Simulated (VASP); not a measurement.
# Cu (I4/mmm) in VASP: notebook

Cu is run at these levels: PBEsol; tasks: single point.

Everything below comes from runs of VASP 6.6.1. Logs are shortened: lines on timing, memory, paths and dates and some standing lists are left out, and cuts for length are marked.

### 1 The cell of the first run

The structure is tetragonal, space group I4/mmm (No. 139). Conventional cell: a = 2.842 Å, b = 2.842 Å, c = 2.711 Å, α = 90.00°, β = 90.00°, γ = 90.00°. Cu (site symmetry 4/mmm) has 14 Cu at 2.42 to 2.84 Å within 3.2 Å.

### 2 Single point, PBEsol (strain -0.015 along x and y, -0.015 along z)

INCAR

```
SYSTEM = Cu
PREC = Accurate
ENCUT = 520
EDIFF = 1E-6
ISMEAR = 0
SIGMA = 0.15
LREAL = .FALSE.
LASPH = .TRUE.
NELM = 80
ALGO = Fast
ISIF = 2
LWAVE = .FALSE.
LCHARG = .FALSE.
GGA = PS
NBANDS = 12
```

KPOINTS

```
regular mesh
0
G
  24 24 24
  0 0 0
```

POSCAR

```
Cu
1.0
   -1.4211514202      1.4211514202      1.3554402282
    1.4211514202     -1.4211514202      1.3554402282
    1.4211514202      1.4211514202     -1.3554402282
Cu
1
Direct
    0.0000000000      0.0000000000      0.0000000000
```

Potentials or basis: VASP PAW PBE potentials, release 64 (Cu).

The run is started by

```console
$ cat potpaw_PBE.64/Cu/POTCAR > POTCAR
$ mpirun -np 1 vasp_std > vasp.out
```

OUTCAR:

```text
SYSTEM = Cu
   PREC = Accurate
   ENCUT = 520
   EDIFF = 1E-6
   ISMEAR = 0
   LREAL = .FALSE.
   LASPH = .TRUE.
   NELM = 80
   ISIF = 2
   GGA = PS

 ion  position               nearest neighbor table
   1  0.000  0.000  0.000-

  LATTYP: Found a body centered tetragonal cell.
 ALAT       =     2.8423028404
 C/A-ratio  =     0.9537620052

  Lattice vectors:

 A1 = (  -1.4211514202,   1.4211514202,   1.3554402282)
 A2 = (   1.4211514202,  -1.4211514202,   1.3554402282)
 A3 = (   1.4211514202,   1.4211514202,  -1.3554402282)

Analysis of symmetry for initial positions (statically):
=====================================================================
 Subroutine PRICEL returns:
 Original cell was already a primitive cell.

 Routine SETGRP: Setting up the symmetry group for a
 body centered tetragonal supercell.

 Subroutine GETGRP returns: Found 16 space group operations
 (whereof 16 operations were pure point group operations)
 out of a pool of 16 trial point group operations.

The static configuration has the point symmetry D_4h.

Analysis of symmetry for dynamics (positions and initial velocities):
=====================================================================
 Subroutine PRICEL returns:
 Original cell was already a primitive cell.

 Routine SETGRP: Setting up the symmetry group for a
 body centered tetragonal supercell.

 Subroutine GETGRP returns: Found 16 space group operations
 (whereof 16 operations were pure point group operations)
 out of a pool of 16 trial point group operations.

The dynamic configuration has the point symmetry D_4h.

 Subroutine INISYM returns: Found 16 space group operations
 (whereof 16 operations are pure point group operations),
 and found     1 'primitive' translations

----------------------------------------------------------------------------------------

                                     Primitive cell

  volume of cell :      10.9502

  direct lattice vectors                    reciprocal lattice vectors
    -1.421151420  1.421151420  1.355440228     0.000000000  0.351827394  0.368883843
     1.421151420 -1.421151420  1.355440228     0.351827394  0.000000000  0.368883843
     1.421151420  1.421151420 -1.355440228     0.351827394  0.351827394  0.000000000

  length of vectors
     2.424161903  2.424161903  2.424161903     0.509762498  0.509762498  0.497559072

  position of ions in fractional coordinates (direct lattice)
     0.000000000  0.000000000  0.000000000

  ion indices of the primitive-cell ions
   primitive index   ion index
                 1           1

----------------------------------------------------------------------------------------

 KPOINTS: regular mesh

Automatic generation of k-mesh.
 Grid dimensions read from file:
 generate k-points for:   24   24   24

 Generating k-lattice:

  Cartesian coordinates                     Fractional coordinates (reciprocal lattice)
     0.000000000  0.014659475  0.015370160     0.041666667  0.000000000  0.000000000
     0.014659475  0.000000000  0.015370160     0.000000000  0.041666667  0.000000000
     0.014659475  0.014659475  0.000000000     0.000000000  0.000000000  0.041666667

  Length of vectors
     0.021240104  0.021240104  0.020731628

  Shift w.r.t. Gamma in fractional coordinates (k-lattice)
     0.000000000  0.000000000  0.000000000

 Subroutine IBZKPT returns following result:
 ===========================================

 Found   1063 irreducible k-points:

 Following reciprocal coordinates:
            Coordinates               Weight
  0.000000  0.000000  0.000000      1.000000
  0.041667 -0.000000  0.000000      8.000000
  0.083333  0.000000  0.000000      8.000000
  0.125000 -0.000000  0.000000      8.000000
  0.166667  0.000000  0.000000      8.000000
  0.208333 -0.000000  0.000000      8.000000
[... 16 lines left out ...]
  0.416667  0.041667 -0.000000     16.000000
  0.458333  0.041667 -0.000000     16.000000
 [... further k-points ...]
   k-points           NKPTS =   1063   k-points in BZ     NKDIM =   1063   number of bands    NBANDS=     12
   number of dos      NEDOS =    301   number of ions     NIONS =      1
   total plane-waves  NPLWV =   5832
   dimension x,y,z NGX =    18 NGY =   18 NGZ =   18
   dimension x,y,z NGXF=    36 NGYF=   36 NGZF=   36
   ions per type =               1
   NGX,Y,Z   is equivalent  to a cutoff of  12.34, 12.34, 12.34 a.u.
   NGXF,Y,Z  is equivalent  to a cutoff of  24.69, 24.69, 24.69 a.u.
 SYSTEM =  Cu
   PREC   = accura    normal or accurate (medium, high low for compatibility)
   ISTART =      0    job   : 0-new  1-cont  2-samecut
   ICHARG =      2    charge: 1-file 2-atom 10-const
   ISPIN  =      1    spin polarized calculation?
   LNONCOLLINEAR =      F non collinear calculations
   LSORBIT =      F    spin-orbit coupling
   LASPH  =      T    aspherical Exc in radial PAW
   ENCUT  =  520.0 eV  38.22 Ry    6.18 a.u.   4.51  4.51  4.51*2*pi/ulx,y,z
   NELM   =     80;   NELMIN=  2; NELMDL= -5     # of ELM steps
   EDIFF  = 0.1E-05   stopping-criterion for ELM
   LREAL  =      F    real-space projection
   EDIFFG = 0.1E-04   stopping-criterion for IOM
   NSW    =      0    number of steps for IOM
   IBRION =     -1    ionic relax: 0-MD 1-quasi-New 2-CG
   NFREE  =      0    steps in history (QN), initial steepest desc. (CG)
   ISIF   =      2    stress and relaxation
   ISYM   =      2    0-nonsym 1-usesym 2-fastsym
   POTIM  = 0.5000    time-step for ionic-motion
   TEBEG  =    0.0;   TEEND  =   0.0 temperature during run
   PSTRESS=    0.0 pullay stress
   NELECT =      11.0000    total number of electrons
   NUPDOWN=      -1.0000    fix difference up-down
   EMIN   =  10.00;   EMAX   =-10.00  energy-range for DOS
   EFERMI =   0.00;   METHOD = LEGACY
   ISMEAR =     0;   SIGMA  =   0.15  broadening in eV -4-tet -1-fermi 0-gaus
   EFERMI_NEDOS =   21; number of points for ismear=-14 and -15
   IALGO  =     68    algorithm
   IMIX   =      4    mixing-type and parameters
     AMIX     =   0.40;   BMIX     =  1.00
     AMIX_MAG =   1.60;   BMIX_MAG =  1.00
  volume/ion in A,a.u.               =      10.95        73.90
  Fermi-wavevector in a.u.,A,eV,Ry     =   1.639578  3.098353 36.575392  2.688215
  Thomas-Fermi vector in A             =   2.730360
   LORBIT       =      0    0 simple, 1 ext, 2 COOP (PROOUT), +10 PAW based schemes
   GGA     = PS    functional components
   LHFCALC =     F    Hartree Fock is set to
   AEXX    =    0.0000 exact exchange contribution
   IVDW    =     0    specifies the selected vdW correction
   LEPSILON=     F    determine dielectric tensor
   LRPA    =     F    only Hartree local field effects (RPA)
 non-spin polarized calculation
 RMM-DIIS sequential band-by-band and
 Gauss-broadening in eV      SIGMA  =   0.15
  energy-cutoff  :      520.00
  volume of cell :       10.95
 maximum number of plane-waves:       313
   NGX =  9   NGY =  9   NGZ =  9

 number of electron      11.0000008 magnetization

 Free energy of the ion-electron system (eV)
  ---------------------------------------------------
  ext. energy  EPLUGINS =         0.00000000
  ---------------------------------------------------
  free energy    TOTEN  =        -4.26137091 eV

  energy without entropy =       -4.25724008  energy(sigma->0) =       -4.25930549

 E-fermi :   8.3785     XC(G=0): -13.3569

 val. band max:        8.3706430676   @ k =  -0.2083   0.4167   0.1667
 cond. band min:       8.3786539874   @ k =  -0.3333   0.3333   0.2917
 fundamental gap:      0.0080109198
 Fermi energy:         8.3784611168

 k-point     1 :       0.0000    0.0000    0.0000
  band No.  band energies     occupation
      1      -1.6038      2.00000
      2       4.8826      2.00000
      3       5.0935      2.00000
      4       5.0935      2.00000
      5       6.0336      2.00000
      6       6.2577      2.00000
      7      33.6744      0.00000
      8      33.6744      0.00000
      9      34.9361      0.00000
     10      38.0130      0.00000
     11      38.3219      0.00000
     12      38.3227      0.00000

 k-point     2 :       0.0417   -0.0000    0.0000
  band No.  band energies     occupation
      1      -1.5318      2.00000
      2       4.8893      2.00000
      3       5.0917      2.00000
      4       5.1007      2.00000
      5       6.0337      2.00000
      6       6.2461      2.00000
      7      33.2675      0.00000
      8      33.4980      0.00000
      9      34.3941      0.00000
     10      37.1032      0.00000
     11      37.2921      0.00000
     12      37.6559      0.00000

 k-point     3 :       0.0833    0.0000    0.0000
  band No.  band energies     occupation
      1      -1.3170      2.00000
      2       4.8849      2.00000
      3       5.0840      2.00000
      4       5.1467      2.00000
      5       6.0335      2.00000
      6       6.2167      2.00000
      7      31.8706      0.00000
      8      33.0578      0.00000
      9      33.3042      0.00000
     10      35.6507      0.00000
     11      36.4266      0.00000
     12      37.1917      0.00000

 k-point     4 :       0.1250   -0.0000    0.0000
  band No.  band energies     occupation
      1      -0.9643      2.00000
      2       4.8386      2.00000
      3       5.0653      2.00000
      4       5.2618      2.00000
      5       6.0317      2.00000
      6       6.1839      2.00000
      7      29.7797      0.00000
      8      32.1895      0.00000
      9      32.4893      0.00000
     10      34.2483      0.00000
     11      35.6730      0.00000
     12      37.3193      0.00000

 k-point     5 :       0.1667    0.0000    0.0000
  band No.  band energies     occupation
      1      -0.4829      2.00000
      2       4.7580      2.00000
      3       5.0320      2.00000
      4       5.4377      2.00000
      5       6.0286      2.00000
      6       6.1648      2.00000
      7      27.4934      0.00000
      8      31.0740      0.00000
      9      31.8293      0.00000
     10      33.0037      0.00000
     11      35.0587      0.00000
     12      37.7924      0.00000
[... 228 lines left out ...]
      1       2.4027      2.00000
      2       4.2967      2.00000
      3       5.4054      2.00000
      4       6.0932      2.00000
      5       6.3318      2.00000
      6       6.6244      2.00000
      7      17.7025      0.00000
      8      26.5983      0.00000
      9      27.4320      0.00000
     10      31.1324      0.00000
     11      34.1202      0.00000
     12      40.7199      0.00000

 k-point    22 :       0.3750    0.0417   -0.0000
  band No.  band energies     occupation
      1       2.7204      2.00000
      2       4.2213      2.00000
      3       5.8589      2.00000
      4       6.1888      2.00000
      5       6.4075      2.00000
      6       6.9331      2.00000
      7      15.8999      0.00000
      8      26.0769      0.00000
      9      26.8366      0.00000
     10      30.9354      0.00000
     11      34.0459      0.00000
     12      41.5449      0.00000

 k-point    23 :       0.4167    0.0417   -0.0000
  band No.  band energies     occupation
      1       2.8647      2.00000
      2       4.1687      2.00000
      3       6.0472      2.00000
      4       6.3030      2.00000
      5       6.6383      2.00000
      6       7.4035      2.00000
      7      14.3963      0.00000
      8      25.7025      0.00000
      9      26.4393      0.00000
     10      30.8114      0.00000
     11      34.0160      0.00000
     12      42.2683      0.00000

 k-point    24 :       0.4583    0.0417   -0.0000
  band No.  band energies     occupation
      1       2.9148      2.00000
      2       4.1420      2.00000
      3       6.0975      2.00000
      4       6.3160      2.00000
      5       6.7943      2.00000
      6       7.9024      1.99999
      7      13.4561      0.00000
      8      25.4898      0.00000
      9      26.2488      0.00000
     10      30.7574      0.00000
     11      34.0173      0.00000
     12      42.8477      0.00000

 [... further k-points ...]
[... 5 lines left out ...]
  --------------------------------------------------------------------------------------
  -------------------------------------------------------------------------------------
  Total        0.5186555      0.5186555      0.5225359      0.0000000      0.0000000      0.0000000
  in kB       75.8871997     75.8871997     76.4549638      0.0000000      0.0000000      0.0000000
  external PRESSURE =      76.0764544 kB  Pullay stress =       0.0000000 kB

 VOLUME and BASIS-vectors are now :
 -----------------------------------------------------------------------------
  energy-cutoff  :      520.00
  volume of cell :       10.95
      direct lattice vectors                 reciprocal lattice vectors
    -1.421151420  1.421151420  1.355440228     0.000000000  0.351827394  0.368883843
     1.421151420 -1.421151420  1.355440228     0.351827394  0.000000000  0.368883843
     1.421151420  1.421151420 -1.355440228     0.351827394  0.351827394  0.000000000

 POSITION                                       TOTAL-FORCE (eV/Angst)
 -----------------------------------------------------------------------------------
      0.00000      0.00000      0.00000        -0.000000      0.000000      0.000000
 -----------------------------------------------------------------------------------
    total drift:                                0.000000      0.000000      0.000000

  FREE ENERGIE OF THE ION-ELECTRON SYSTEM (eV)
  ---------------------------------------------------
  free  energy   TOTEN  =        -4.2613709104 eV

  energy  without entropy=       -4.2572400790  energy(sigma->0) =       -4.25930549
```

It took 48 s on 1 thread of Intel Xeon 6975P-C (Granite Rapids), shared host; peak memory 0.23 GiB.

Results:

| Item | Value |
| --- | --- |
| Free energy | -4.2614 eV |
| Pressure | 7.6 GPa |

Caveat: the cell differs from its parent crystal (strain -0.015 along x and y, -0.015 along z); the PAW data sets were made with another functional, which shifts forces and pressure a little.

### 3 Single point, PBEsol (strain -0.030 along x and y, +0.030 along z)

INCAR

```
SYSTEM = Cu
ALGO = Fast
EDIFF = 1E-7
ENCUT = 520
GGA = PS
ISIF = 2
ISMEAR = 0
LASPH = .TRUE.
LCHARG = .FALSE.
LREAL = .FALSE.
LWAVE = .FALSE.
NBANDS = 12
NELM = 80
PREC = Accurate
SIGMA = 0.15
```

KPOINTS

```
k-points
0
G
  24 24 24
  0 0 0
```

POSCAR

```
Cu
1.0
   -1.3995095204      1.3995095204      1.4173638935
    1.3995095204     -1.3995095204      1.4173638935
    1.3995095204      1.3995095204     -1.4173638935
Cu
1
Direct
    0.0000000000      0.0000000000      0.0000000000
```

Potentials or basis: VASP PAW PBE potentials, release 64 (Cu).

The run is started by

```console
$ cat potpaw_PBE.64/Cu/POTCAR > POTCAR
$ mpirun -np 1 vasp_std > vasp.out
```

Run time: 52 s. Hardware: 1 thread of Intel Xeon 6975P-C (Granite Rapids), shared host; peak memory 0.24 GiB.

The run converged. Its results:

| Item | Value |
| --- | --- |
| Free energy | -4.2672 eV |
| Pressure | 5.2 GPa |

Stress tensor (GPa, compression positive):
```
5.17 0.00 0.00
0.00 5.17 0.00
0.00 0.00 5.26
```

Levels at points of the mesh, in eV from the Fermi level:
| k point | band 2 | band 3 | band 4 | band 5 | band 6 | band 7 | band 8 | band 9 | band 10 | band 11 |
| --- | --- | --- | --- | --- | --- | --- | --- | --- | --- | --- |
| (0.00, 0.00, 0.00) | -3.33 | -3.33 | -3.27 | -2.22 | -2.16 | 25.45 | 25.73 | 25.73 | 29.65 | 29.78 |
| (0.50, 0.00, 0.00) | -4.07 | -2.26 | -2.07 | -1.39 | -0.82 | 4.63 | 18.09 | 18.41 | 22.19 | 25.42 |
| (0.50, 0.50, 0.00) | -4.14 | -2.20 | -2.05 | -1.38 | -0.72 | 4.77 | 17.76 | 18.02 | 21.89 | 25.13 |
| (0.50, 0.50, 0.50) | -4.99 | -1.59 | -1.57 | -1.57 | 8.10 | 8.59 | 8.59 | 13.91 | 14.19 | 17.03 |

Caveat: the cell differs from its parent crystal (strain -0.030 along x and y, +0.030 along z); the PAW data sets were made with another functional, which shifts forces and pressure a little.

### 4 Single point, PBEsol (strain -0.015 along x and y, -0.015 along z)

INCAR

```
SYSTEM = Cu
PREC = Accurate
ENCUT = 700
EDIFF = 1E-6
ISMEAR = 0
SIGMA = 0.15
LREAL = .FALSE.
LASPH = .TRUE.
NELM = 120
ALGO = Normal
ISIF = 2
LWAVE = .FALSE.
LCHARG = .FALSE.
GGA = PS
NBANDS = 16
GGA_COMPAT = .FALSE.
```

KPOINTS

```
regular mesh
0
G
  24 24 24
  0 0 0
```

POSCAR

```
Cu
1.0
   -1.4211514202      1.4211514202      1.3554402282
    1.4211514202     -1.4211514202      1.3554402282
    1.4211514202      1.4211514202     -1.3554402282
Cu
1
Direct
    0.0000000000      0.0000000000      0.0000000000
```

Potentials or basis: VASP PAW PBE potentials, release 64 (Cu_sv_GW).

The run is started by

```console
$ cat potpaw_PBE.64/Cu_sv_GW/POTCAR > POTCAR
$ mpirun -np 1 vasp_std > vasp.out
```

Run time: 93 s. Hardware: 1 thread of Intel Xeon 6975P-C (Granite Rapids), shared host; peak memory 0.45 GiB.

The run converged. Its results:

| Quantity | Value |
| --- | --- |
| Free energy | -4.3414 eV |
| Pressure | 2.4 GPa |

Levels at points of the mesh, in eV from the Fermi level:
```tsv
k point	band 8	band 9	band 10	band 11	band 12	band 13
(0.00, 0.00, 0.00)	-3.27	-2.31	-2.09	25.29	25.29	26.56
(0.50, 0.00, 0.00)	-1.97	-1.35	-0.75	4.93	17.65	17.93
(0.50, 0.50, 0.00)	-2.12	-1.38	-1.14	4.39	18.92	19.41
(0.50, 0.50, 0.50)	-1.57	-1.52	7.81	7.81	9.72	13.69
```

Caveat: the cell differs from its parent crystal (strain -0.015 along x and y, -0.015 along z); the PAW data sets were made with another functional, which shifts forces and pressure a little.

### 5 Summary

```csv
potentials or basis,cell,cutoff (eV),second run,gap on the mesh (eV),pressure (GPa)
"VASP PAW PBE potentials, release 64 (Cu)","a = 2.424 Å, angles 108.2, 108.2, 112.0°, 1 atom",520,-,none,7.6
"VASP PAW PBE potentials, release 64 (Cu)","a = 2.434 Å, angles 109.8, 109.8, 108.8°, 1 atom",520,-,none,5.2
"VASP PAW PBE potentials, release 64 (Cu_sv_GW)","a = 2.424 Å, angles 108.2, 108.2, 112.0°, 1 atom",700,valence_matched,none,2.4
```

Alike in all rows: task single point; level PBEsol; no spin polarisation; k mesh 24 × 24 × 24; smearing gaussian 0.15 eV.

Caveats: the PAW data sets were made with another functional, which shifts forces and pressure a little.

Total energies depend on the potentials used, so only differences within one code and one set of settings carry meaning.
